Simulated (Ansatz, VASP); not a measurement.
One calculation of GaN, two programs

Contents of POSCAR:

```
GaN
1.0
    3.1167433278      0.0000000000      0.0000000000
   -1.5583716639      2.6991788990      0.0000000000
    0.0000000000      0.0000000000     10.1654494316
Ga N
4 4
Direct
    0.0000000000      0.0000000000     -0.0003613151
    0.3333333333      0.6666666667      0.2499322523
    0.0000000000      0.0000000000      0.4996386849
    0.6666666667      0.3333333333      0.7499322523
    0.0000000000      0.0000000000      0.1876438561
    0.3333333333      0.6666666667      0.4377852066
    0.0000000000      0.0000000000      0.6876438561
    0.6666666667      0.3333333333      0.9377852066
```

The input INCAR.step1:

```
ALGO = Normal
EDIFF = 1E-4
ENCUT = 520
GGA = PE
ISMEAR = 0
LASPH = T
LCHARG = F
LREAL = F
LWAVE = T
NBANDS = 46
NELM = 80
PREC = Accurate
SIGMA = 0.01
```

File INCAR.step2:

```
ALGO = Normal
EDIFF = 1E-6
ENCUT = 520
ISIF = 2
ISMEAR = 0
ISTART = 1
LASPH = T
LCHARG = F
LMIXTAU = T
LREAL = F
LWAVE = F
METAGGA = R2SCAN
NBANDS = 46
NELM = 80
PREC = Accurate
SIGMA = 0.01
```

KPOINTS

```
k-points
0
Gamma
  9 9 2
```

Input for Ansatz:

```yaml
crystal:
  lattice:
    - [3.1167433278, 0.0, 0.0]
    - [-1.5583716639, 2.699178899, 0.0]
    - [0.0, 0.0, 10.1654494316]
  atoms:
    - { symbol: Ga, position: [0.0, 0.0, -0.0003613151] }
    - { symbol: Ga, position: [0.3333333333, 0.6666666667, 0.2499322523] }
    - { symbol: Ga, position: [0.0, 0.0, 0.4996386849] }
    - { symbol: Ga, position: [0.6666666667, 0.3333333333, 0.7499322523] }
    - { symbol: "N", position: [0.0, 0.0, 0.1876438561] }
    - { symbol: "N", position: [0.3333333333, 0.6666666667, 0.4377852066] }
    - { symbol: "N", position: [0.0, 0.0, 0.6876438561] }
    - { symbol: "N", position: [0.6666666667, 0.3333333333, 0.9377852066] }
kpoints:
  mp_grid: { grid: [9, 9, 2] }
hamiltonian:
  xc: r2scan
scf:
  occupations: { method: fixed }
  n_extra_bands: 6
output:
  forces: true
  stress: true
  eigenvalues: true
```

Alike in both runs: task single point; functional r2SCAN; k mesh 9 × 9 × 2; no spin polarisation.

|  | VASP | Ansatz |
| --- | --- | --- |
| version | VASP 6.6.1 | Ansatz 0.2.0 |
| potentials or method | VASP PAW PBE potentials, release 64 (Ga_d, N) | plane waves, PAW |
| plane-wave cutoff (eV) | 520 | 500 |
| occupations | gaussian, width 0.01 eV | fixed |
| valence electrons in the cell | 72 | 72 |

|  | VASP | Ansatz | Ansatz less VASP |
| --- | --- | --- | --- |
| gap on the k mesh at the Fermi level (eV) | 2.67 | 2.68 | +0.011 |
| pressure (GPa) | 15.2 | 13.9 | -1.31 |
| traceless stress, the component that is largest in VASP (GPa) | -0.11 | -0.03 | +0.084 |
| rms of the force components (eV/Å) | 0.006 | 0.004 | -0.0012 |

VASP's potentials were made for PBE, not for r2SCAN. Atom by atom the forces differ by 0.001 eV/Å (rms over components).
